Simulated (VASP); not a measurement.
# C (Pcca) in VASP: notebook, part 2 of 2

VASP 6.6.1.

## Step 4: Single point, PBE, collinear spin

INCAR

```
ALGO = Normal
EDIFF = 1E-7
ENCUT = 520
GGA = PE
ISIF = 2
ISMEAR = 0
ISPIN = 2
LASPH = T
LCHARG = F
LORBIT = 11
LREAL = F
LWAVE = F
MAGMOM = 1 1 1 1 1 1 1 1
NBANDS = 30
NELM = 150
PREC = Accurate
SIGMA = 0.1
```

KPOINTS

```
k-points
0
Gamma
  4 8 4
```

POSCAR

```
C
1.0
    3.8478814600      0.0000000000      0.0000000000
    0.0000000000      2.1313070800      0.0000000000
    0.0000000000      0.0000000000      4.2870968500
C
8
Direct
    0.3808429800      0.2315920000      0.1153740000
    0.8808429800      0.7684080000      0.3846260000
    0.6191570200      0.2315920000      0.3846260000
    0.1191570200      0.2315920000      0.6153740000
    0.1191570200      0.7684080000      0.1153740000
    0.8808429800      0.2315920000      0.8846260000
    0.3808429800      0.7684080000      0.6153740000
    0.6191570200      0.7684080000      0.8846260000
```

Potentials or basis: VASP PAW PBE potentials, release 64 (C).

The run is started by

```sh
> cat potpaw_PBE.64/C/POTCAR > POTCAR
> mpirun -np 1 vasp_std > vasp.out
```

OUTCAR:

```text
EDIFF = 1E-7
   ENCUT = 520
   GGA = PE
   ISIF = 2
   ISMEAR = 0
   ISPIN = 2
   LASPH = T
   LORBIT = 11
   LREAL = F
   NELM = 150
   PREC = Accurate

 ion  position               nearest neighbor table
   1  0.381  0.232  0.115-   5 1.41   3 1.47   5 1.52   8 1.67   8 1.77
   2  0.881  0.768  0.385-   3 1.41   5 1.47   3 1.52   4 1.67   4 1.77
   3  0.619  0.232  0.385-   2 1.41   1 1.47   2 1.52   7 1.67   7 1.77
   4  0.119  0.232  0.615-   7 1.41   6 1.47   7 1.52   2 1.67   2 1.77
   5  0.119  0.768  0.115-   1 1.41   2 1.47   1 1.52   6 1.67   6 1.77
   6  0.881  0.232  0.885-   8 1.41   4 1.47   8 1.52   5 1.67   5 1.77
   7  0.381  0.768  0.615-   4 1.41   8 1.47   4 1.52   3 1.67   3 1.77
   8  0.619  0.768  0.885-   6 1.41   7 1.47   6 1.52   1 1.67   1 1.77

  LATTYP: Found a simple orthorhombic cell.
 ALAT       =     2.1313070800
 B/A-ratio  =     1.8054092233
 C/A-ratio  =     2.0114871715

  Lattice vectors:

 A1 = (   0.0000000000,  -2.1313070800,   0.0000000000)
 A2 = (   3.8478814600,   0.0000000000,   0.0000000000)
 A3 = (   0.0000000000,   0.0000000000,   4.2870968500)

Analysis of symmetry for initial positions (statically):
=====================================================================
 Subroutine PRICEL returns:
 Original cell was already a primitive cell.

 Routine SETGRP: Setting up the symmetry group for a
 simple orthorhombic supercell.

 Subroutine GETGRP returns: Found  8 space group operations
 (whereof  2 operations were pure point group operations)
 out of a pool of  8 trial point group operations.

The static configuration has the point symmetry S_2 .
 The point group associated with its full space group is D_2h.

Analysis of symmetry for dynamics (positions and initial velocities):
=====================================================================
 Subroutine PRICEL returns:
 Original cell was already a primitive cell.

[... 936 lines left out ...]
     27      27.5170      0.00000
     28      27.5170      0.00000

 [... further k-points ...]

 spin component 2

 k-point     1 :       0.0000    0.0000    0.0000
  band No.  band energies     occupation
      1     -11.3090      1.00000
      2      -5.1855      1.00000
      3      -4.7038      1.00000
      4      -3.6830      1.00000
      5      -3.2753      1.00000
      6       2.2115      1.00000
[... 733 lines left out ...]
     27      27.5170      0.00000
     28      27.5170      0.00000

 [... further k-points ...]

 [bands above 28 left out]

------------------------ aborting loop because EDIFF is reached ----------------------------------------

  FORCE on cell =-STRESS in cart. coord.  units (eV):
  Direction    XX          YY          ZZ          XY          YZ          ZX
  --------------------------------------------------------------------------------------
  -------------------------------------------------------------------------------------
  Total       33.4554485     48.4661977     34.9675358     -0.0000000      0.0000000      0.0000000
  in kB     1524.5667088   2208.6074120   1593.4726134     -0.0000000      0.0000000      0.0000000
  external PRESSURE =    1775.5489114 kB  Pullay stress =       0.0000000 kB

 VOLUME and BASIS-vectors are now :
 -----------------------------------------------------------------------------
  energy-cutoff  :      520.00
  volume of cell :       35.16
      direct lattice vectors                 reciprocal lattice vectors
     3.847881460  0.000000000  0.000000000     0.259883266  0.000000000  0.000000000
     0.000000000  2.131307080  0.000000000     0.000000000  0.469195645  0.000000000
     0.000000000  0.000000000  4.287096850     0.000000000  0.000000000  0.233258085

 POSITION                                       TOTAL-FORCE (eV/Angst)
 -----------------------------------------------------------------------------------
      1.46544      0.49359      0.49462         2.391771      0.529167      1.579826
      3.38938      1.63771      1.64893         2.391771     -0.529167     -1.579826
      2.38244      0.49359      1.64893        -2.391771      0.529167     -1.579826
      0.45850      0.49359      2.63817        -2.391771      0.529167      1.579826
      0.45850      1.63771      0.49462        -2.391771     -0.529167      1.579826
      3.38938      0.49359      3.79248         2.391771      0.529167     -1.579826
      1.46544      1.63771      2.63817         2.391771     -0.529167      1.579826
      2.38244      1.63771      3.79248        -2.391771     -0.529167     -1.579826
 -----------------------------------------------------------------------------------
    total drift:                                0.000000     -0.000000      0.000000

  FREE ENERGIE OF THE ION-ELECTRON SYSTEM (eV)
  ---------------------------------------------------
  free  energy   TOTEN  =       -51.3437812802 eV

  energy  without entropy=      -51.3376487595  energy(sigma->0) =      -51.34071502

 total charge

# of ion       s       p       d       tot
------------------------------------------
    1        0.908   1.792   0.000   2.700
    2        0.908   1.792   0.000   2.700
    3        0.908   1.792   0.000   2.700
    4        0.908   1.792   0.000   2.700
    5        0.908   1.792   0.000   2.700
    6        0.908   1.792   0.000   2.700
    7        0.908   1.792   0.000   2.700
    8        0.908   1.792   0.000   2.700
--------------------------------------------------
tot          7.264  14.333   0.000  21.597

 magnetization (x)

# of ion       s       p       d       tot
------------------------------------------
    1        0.000  -0.000   0.000  -0.000
    2        0.000  -0.000   0.000  -0.000
    3        0.000  -0.000   0.000  -0.000
    4        0.000  -0.000   0.000  -0.000
    5        0.000  -0.000   0.000  -0.000
    6        0.000  -0.000   0.000  -0.000
    7        0.000  -0.000   0.000  -0.000
    8        0.000  -0.000   0.000  -0.000
--------------------------------------------------
tot          0.000  -0.000   0.000  -0.000
```

stdout:

```text
POSCAR found type information on POSCAR C
 POSCAR found :  1 types and       8 ions
 scaLAPACK will be used
 LDA part: xc-table for (Slater+PW92), standard interpolation
 POSCAR, INCAR and KPOINTS ok, starting setup
 FFT: planning ... GRIDC
 FFT: planning ... GRID_SOFT
 FFT: planning ... GRID
 WAVECAR not read
 entering main loop
```

Run time: 68 s. Hardware: 1 thread of Intel Xeon Platinum 8259CL at 2.50GHz (Skylake/Cascade Lake), shared host; peak memory 0.18 GiB.

Results:

```yaml
Free_energy: -51.3438 eV
Pressure: 177.6 GPa
Largest_force: 2.915 eV/Å
Band_gap_on_the_k_mesh: zero (filled and empty bands overlap)
Net_moment: 0.00 μB per cell
Valence_electrons_inside_the_program's_atomic_spheres: C 2.70
```

Forces on the atoms (eV/Å):
```
C    2.392  0.529  1.580
C    2.392 -0.529 -1.580
C   -2.392  0.529 -1.580
C   -2.392  0.529  1.580
C   -2.392 -0.529  1.580
C    2.392  0.529 -1.580
C    2.392 -0.529  1.580
C   -2.392 -0.529 -1.580
```

Stress tensor (GPa, compression positive):
```
152.46   0.00   0.00
  0.00 220.86   0.00
  0.00   0.00 159.35
```

Caveat: the k points lie up to 0.41 Å⁻¹ apart, too coarse for converged energies and pressures of a metal; forces of over 1 eV/Å act on the atoms, so gaps and moduli don't describe the material at rest.

## Step 5: Overview

| task | spin | cell | cutoff (eV) | gap on the mesh (eV) | pressure (GPa) | largest force (eV/Å) |
| --- | --- | --- | --- | --- | --- | --- |
| single point | off | as given | 520 | none | 177.6 | 2.91 |
| relaxation of cell and atoms | off | relaxed | 600 | none | 0.2 | 0.01 |
| single point | collinear | as given | 520 | none | 177.6 | 2.91 |

Alike in all rows: level PBE; potentials or basis VASP PAW PBE potentials, release 64 (C); k mesh 4 × 8 × 4; smearing gaussian 0.1 eV.

Caveats: all runs use coarse meshes; forces of over 1 eV/Å act on the atoms, so gaps and moduli don't describe the material at rest (at least some runs).

Absolute energies hang on the potentials; compare differences alone.
